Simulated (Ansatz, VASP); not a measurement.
Two plane-wave programs on Mg4Cd

```
CELL_PARAMETERS angstrom
2.40573 -5.26554 0.00000
2.40573 5.26554 0.00000
0.00000 0.00000 4.85604
ATOMIC_POSITIONS crystal
Mg 0.65064 0.34936 0.00000
Mg 0.84475 0.15525 0.50000
Mg 0.34936 0.65064 0.00000
Mg 0.15525 0.84475 0.50000
Cd 0.50000 0.50000 0.50000
```

Change from the starting cell: the structure that the rattled cell fell into.

Alike in both runs: functional PBE; k mesh 8 × 8 × 8; occupations gaussian, width 0.1 eV; no spin polarisation.

Ansatz relaxed the structure, and its values are those at the end. VASP's run is a single point on that final structure, the one shown.

|  | VASP | Ansatz |
| --- | --- | --- |
| version | VASP 6.6.1 | Ansatz 0.2.0 |
| potentials or method | VASP PAW PBE potentials, release 64 (Mg, Cd), cutoff 520 eV | scalar-relativistic, plane waves, PAW |
| valence electrons in the cell | 20 | 60 |

VASP gave:

```
gap on the k mesh at the Fermi level (eV) : none
pressure (GPa)                            : -0.1
```

Problem. Estimate Ansatz's values.

Solution. gap on the k mesh at the Fermi level (eV): none; pressure (GPa): 0.0.

A gap of «none» marks a metal or a gap that the smearing closes. VASP's potentials hold 20 valence electrons a cell and Ansatz's 60, so a difference there can come from the potentials and not from the codes.
